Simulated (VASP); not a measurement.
# HfC (P-6m2) in VASP: a series of runs, part 3 of 3

VASP 6.6.1.

## Step 4: Single point, r2SCAN+D3(BJ)

Contents of POSCAR:

```
HfC
1.0
    3.2283481484      0.0000000000      0.0000000000
   -1.6141740742      2.7958315087      0.0000000000
    0.0000000000      0.0000000000      2.8990069144
Hf C
1 1
Direct
    0.0000000000      0.0000000000      0.0000000000
    0.6666666667      0.3333333333      0.5000000000
```

Contents of INCAR.step1:

```
PREC     = Accurate       # precision mode
ENCUT    = 520            # plane-wave cutoff, eV
ISMEAR   = 0              # smearing method
SIGMA    = 0.05           # smearing width, eV
LREAL    = False          # projectors in reciprocal space
LASPH    = True           # aspherical terms in the spheres
NELM     = 60             # most SCF steps
NBANDS   = 14             # bands
GGA      = PE             # functional
ALGO     = Normal         # electronic algorithm
EDIFF    = 1E-4           # SCF threshold, eV
LWAVE    = True           # write WAVECAR
LCHARG   = False          # write CHGCAR
```

Contents of INCAR.step2:

```
PREC     = Accurate       # precision mode
ENCUT    = 520            # plane-wave cutoff, eV
EDIFF    = 1E-6           # SCF threshold, eV
ISMEAR   = 0              # smearing method
SIGMA    = 0.05           # smearing width, eV
LREAL    = False          # projectors in reciprocal space
LASPH    = True           # aspherical terms in the spheres
NELM     = 60             # most SCF steps
ALGO     = Normal         # electronic algorithm
ISIF     = 2              # what is computed and relaxed
LWAVE    = False          # write WAVECAR
LCHARG   = False          # write CHGCAR
METAGGA  = R2SCAN         # meta-GGA
LMIXTAU  = True         
IVDW     = 12             # dispersion correction
VDW_S6   = 1.0          
VDW_S8   = 0.78981345   
VDW_A1   = 0.49484001   
VDW_A2   = 5.73083694   
NBANDS   = 14             # bands
ISTART   = 1
```

Contents of KPOINTS:

```
Automatic mesh
0
Gamma
  12 12 12
```

Potentials or basis: VASP PAW PBE potentials, release 64 (Hf_pv, C).

Launch:

```
> cat potpaw_PBE.64/Hf_pv/POTCAR potpaw_PBE.64/C/POTCAR > POTCAR
> cp INCAR.step1 INCAR
> mpirun -np 1 vasp_std > vasp.out
> cp INCAR.step2 INCAR
> mpirun -np 1 vasp_std > vasp.out
```

OUTCAR:

```text
PREC = Accurate
   ENCUT = 520
   EDIFF = 1E-6
   ISMEAR = 0
   LREAL = False
   LASPH = True
   NELM = 60
   ISIF = 2
   METAGGA = R2SCAN
   IVDW = 12
   ISTART = 1
 IVDW          = 12

 ion  position               nearest neighbor table
   1  0.000  0.000  0.000-   2 2.36   2 2.36   2 2.36   2 2.36   2 2.36   2 2.36
   2  0.667  0.333  0.500-   1 2.36   1 2.36   1 2.36   1 2.36   1 2.36   1 2.36

  LATTYP: Found a hexagonal cell.
 ALAT       =     3.2283481484
 C/A-ratio  =     0.8979845980

  Lattice vectors:

 A1 = (   3.2283481484,   0.0000000000,   0.0000000000)
 A2 = (  -1.6141740742,   2.7958315087,   0.0000000000)
 A3 = (   0.0000000000,   0.0000000000,   2.8990069144)

Analysis of symmetry for initial positions (statically):
=====================================================================
 Subroutine PRICEL returns:
 Original cell was already a primitive cell.

 Routine SETGRP: Setting up the symmetry group for a
 hexagonal supercell.

 Subroutine GETGRP returns: Found 12 space group operations
 (whereof 12 operations were pure point group operations)
 out of a pool of 24 trial point group operations.

The static configuration has the point symmetry D_3h.

Analysis of symmetry for dynamics (positions and initial velocities):
=====================================================================
 Subroutine PRICEL returns:
 Original cell was already a primitive cell.

 Routine SETGRP: Setting up the symmetry group for a
 hexagonal supercell.

 Subroutine GETGRP returns: Found 12 space group operations
 (whereof 12 operations were pure point group operations)
 out of a pool of 24 trial point group operations.

The dynamic configuration has the point symmetry D_3h.

 Subroutine INISYM returns: Found 12 space group operations
 (whereof 12 operations are pure point group operations),
 and found     1 'primitive' translations

----------------------------------------------------------------------------------------

                                     Primitive cell

  volume of cell :      26.1662

  direct lattice vectors                    reciprocal lattice vectors
     3.228348148  0.000000000  0.000000000     0.309755935  0.178837673  0.000000000
    -1.614174074  2.795831509  0.000000000     0.000000000  0.357675345  0.000000000
     0.000000000  0.000000000  2.899006914     0.000000000  0.000000000  0.344945711

  length of vectors
     3.228348148  3.228348148  2.899006914     0.357675345  0.357675345  0.344945711

  position of ions in fractional coordinates (direct lattice)
     0.000000000  0.000000000  0.000000000
     0.666666667  0.333333333  0.500000000

  ion indices of the primitive-cell ions
   primitive index   ion index
                 1           1
                 2           2

----------------------------------------------------------------------------------------

 KPOINTS: Automatic mesh

Automatic generation of k-mesh.
 Grid dimensions read from file:
 generate k-points for:   12   12   12

 Generating k-lattice:

  Cartesian coordinates                     Fractional coordinates (reciprocal lattice)
     0.025812995  0.014903139  0.000000000     0.083333333  0.000000000  0.000000000
     0.000000000  0.029806279  0.000000000     0.000000000  0.083333333  0.000000000
     0.000000000  0.000000000  0.028745476     0.000000000  0.000000000  0.083333333

  Length of vectors
[... 40 lines left out ...]
   dimension x,y,z NGX =    24 NGY =   24 NGZ =   24
   dimension x,y,z NGXF=    48 NGYF=   48 NGZF=   48
   ions per type =               1   1
   NGX,Y,Z   is equivalent  to a cutoff of  12.36, 12.36, 13.76 a.u.
   NGXF,Y,Z  is equivalent  to a cutoff of  24.72, 24.72, 27.53 a.u.
 SYSTEM =  unknown system
   PREC   = accura    normal or accurate (medium, high low for compatibility)
   ISTART =      1    job   : 0-new  1-cont  2-samecut
   ICHARG =      0    charge: 1-file 2-atom 10-const
   ISPIN  =      1    spin polarized calculation?
   LNONCOLLINEAR =      F non collinear calculations
   LSORBIT =      F    spin-orbit coupling
   LASPH  =      T    aspherical Exc in radial PAW
   ENCUT  =  520.0 eV  38.22 Ry    6.18 a.u.   6.00  6.00  5.39*2*pi/ulx,y,z
   NELM   =     60;   NELMIN=  2; NELMDL=  0     # of ELM steps
   EDIFF  = 0.1E-05   stopping-criterion for ELM
   LREAL  =      F    real-space projection
   EDIFFG = 0.1E-04   stopping-criterion for IOM
   NSW    =      0    number of steps for IOM
   IBRION =     -1    ionic relax: 0-MD 1-quasi-New 2-CG
   NFREE  =      0    steps in history (QN), initial steepest desc. (CG)
   ISIF   =      2    stress and relaxation
   ISYM   =      2    0-nonsym 1-usesym 2-fastsym
   POTIM  = 0.5000    time-step for ionic-motion
   TEBEG  =    0.0;   TEEND  =   0.0 temperature during run
   PSTRESS=    0.0 pullay stress
   NELECT =      14.0000    total number of electrons
   NUPDOWN=      -1.0000    fix difference up-down
   EMIN   =  10.00;   EMAX   =-10.00  energy-range for DOS
   EFERMI =   0.00;   METHOD = LEGACY
   ISMEAR =     0;   SIGMA  =   0.05  broadening in eV -4-tet -1-fermi 0-gaus
   EFERMI_NEDOS =   21; number of points for ismear=-14 and -15
   IALGO  =     38    algorithm
   IMIX   =      4    mixing-type and parameters
     AMIX     =   0.40;   BMIX     =  1.00
     AMIX_MAG =   1.60;   BMIX_MAG =  1.00
  volume/ion in A,a.u.               =      13.08        88.29
  Fermi-wavevector in a.u.,A,eV,Ry     =   1.329038  2.511517 24.032532  1.766341
  Thomas-Fermi vector in A             =   2.458230
   LORBIT       =      0    0 simple, 1 ext, 2 COOP (PROOUT), +10 PAW based schemes
   METAGGA = R2SCAN    functional components
   LHFCALC =     F    Hartree Fock is set to
   AEXX    =    0.0000 exact exchange contribution
   IVDW    =    12    specifies the selected vdW correction
   LEPSILON=     F    determine dielectric tensor
   LRPA    =     F    only Hartree local field effects (RPA)
 non-spin polarized calculation
 Gauss-broadening in eV      SIGMA  =   0.05
  energy-cutoff  :      520.00
  volume of cell :       26.17
 maximum number of plane-waves:       726
   NGX = 13   NGY = 13   NGZ = 11

 number of electron      14.0000001 magnetization

 Free energy of the ion-electron system (eV)
  ---------------------------------------------------
  ext. energy  EPLUGINS =         0.00000000
  ---------------------------------------------------
  free energy    TOTEN  =       -55.71968183 eV

  energy without entropy =      -55.71943061  energy(sigma->0) =      -55.71955622

 E-fermi :   5.5094     XC(G=0): -12.7900

 val. band max:        5.4654697194   @ k =   0.5000   0.0000   0.0833
 cond. band min:       5.5383621432   @ k =   0.1667   0.1667   0.0000
 fundamental gap:      0.0728924238
 Fermi energy:         5.5094486141

 k-point     1 :       0.0000    0.0000    0.0000
  band No.  band energies     occupation
      1     -25.4570      2.00000
      2     -25.4570      2.00000
      3     -25.0352      2.00000
      4      -7.1364      2.00000
      5       3.8254      2.00000
      6       3.8254      2.00000
      7       4.4945      2.00000
      8       7.2918      0.00000
      9      10.9901      0.00000
     10      12.0250      0.00000
     11      12.0250      0.00000
     12      12.7117      0.00000
     13      12.7117      0.00000
     14      18.1134      0.00000
[... 377 lines left out ...]
      1     -25.9095      2.00000
      2     -25.5542      2.00000
      3     -25.0498      2.00000
      4      -5.2713      2.00000
      5       1.1922      2.00000
      6       4.7593      2.00000
      7       5.1042      2.00000
      8       5.6864      0.00000
      9      10.8400      0.00000
     10      11.1011      0.00000
     11      12.8587      0.00000
     12      13.4390      0.00000
     13      15.8151      0.00000
     14      18.1152      0.00000

 [... further k-points ...]

------------------------ aborting loop because EDIFF is reached ----------------------------------------

 Edisp (eV)   -0.32576

 E8    (eV) :    -0.1254

  FORCE on cell =-STRESS in cart. coord.  units (eV):
  Direction    XX          YY          ZZ          XY          YZ          ZX
  --------------------------------------------------------------------------------------
  -------------------------------------------------------------------------------------
  Total      -0.48050    -0.48050    -0.58752     0.00000     0.00000     0.00000
  in kB     -29.42120   -29.42120   -35.97426     0.00000     0.00000     0.00000
  external pressure =      -31.61 kB  Pullay stress =        0.00 kB

 VOLUME and BASIS-vectors are now :
 -----------------------------------------------------------------------------
  energy-cutoff  :      520.00
  volume of cell :       26.17
      direct lattice vectors                 reciprocal lattice vectors
     3.228348148  0.000000000  0.000000000     0.309755935  0.178837673  0.000000000
    -1.614174074  2.795831509  0.000000000     0.000000000  0.357675345  0.000000000
     0.000000000  0.000000000  2.899006914     0.000000000  0.000000000  0.344945711

 POSITION                                       TOTAL-FORCE (eV/Angst)
 -----------------------------------------------------------------------------------
      0.00000      0.00000      0.00000         0.000000     -0.000000      0.000000
      1.61417      0.93194      1.44950        -0.000000      0.000000      0.000000
 -----------------------------------------------------------------------------------
    total drift:                               -0.000000      0.000000      0.000000

  FREE ENERGIE OF THE ION-ELECTRON SYSTEM (eV)
  ---------------------------------------------------
  free  energy   TOTEN  =       -56.0454461762 eV

  energy  without entropy=      -56.0451949625  energy(sigma->0) =      -56.04532057
```

Wall time 2.9 min (1 thread of Intel Xeon 8259CL, shared host); peak memory 0.19 GiB.

Results:

- Free energy: -56.0454 eV
- Pressure: -3.2 GPa
- Band gap on the k mesh: zero (bands 7 and 8 overlap by 0.10 eV)
- Dispersion energy per atom: -0.163 eV

Stress tensor (GPa, compression positive):
```
-2.94  0.00  0.00
 0.00 -2.94  0.00
 0.00  0.00 -3.60
```

Levels at points of the mesh, in eV from the Fermi level:
```tsv
k point	band 4	band 5	band 6	band 7	band 8	band 9	band 10	band 11
(0.00, 0.00, 0.00)	-12.65	-1.68	-1.68	-1.01	1.78	5.48	6.52	6.52
(0.50, 0.00, 0.00)	-10.13	-5.06	-0.68	-0.49	0.20	5.76	6.14	6.58
(0.00, 0.00, 0.50)	-9.16	-6.21	-0.52	-0.52	2.31	2.31	5.61	5.61
(0.50, 0.00, 0.50)	-9.86	-4.14	-2.49	-2.46	2.01	6.73	7.50	8.25
```

Caveat: three body term missing; the cell stands under tension; the PAW data sets were made with another functional, which shifts forces and pressure a little; spin-orbit coupling is left out, which moves the levels of the heavy elements.

## Step 5: The runs side by side

| level | smearing | gap on the mesh (eV) | pressure (GPa) |
| --- | --- | --- | --- |
| r2SCAN | gaussian 0.05 eV | none | -1.1 |
| r2SCAN | tetrahedron | none | -1.2 |
| r2SCAN+D3(BJ) | gaussian 0.05 eV | none | -3.2 |

Alike in all rows: task single point; potentials or basis VASP PAW PBE potentials, release 64 (Hf_pv, C); no spin polarisation; cell as given; k mesh 12 × 12 × 12; cutoff (eV) 520.

The pressure there spans -3.2 GPa (r2SCAN+D3(BJ)) to -1.1 GPa (r2SCAN); a positive pressure means that this level wants a larger cell, a negative one a smaller.

Caveats: the PAW data sets were made with another functional, which shifts forces and pressure a little; spin-orbit coupling is left out, which moves the levels of the heavy elements; three body term missing (at least some runs); the cell stands under tension (at least some runs).

Total energies depend on the potentials used, so only differences within one code and one set of settings carry meaning.

The gap in the log of VASP goes by the Fermi energy; the results here count the filled bands.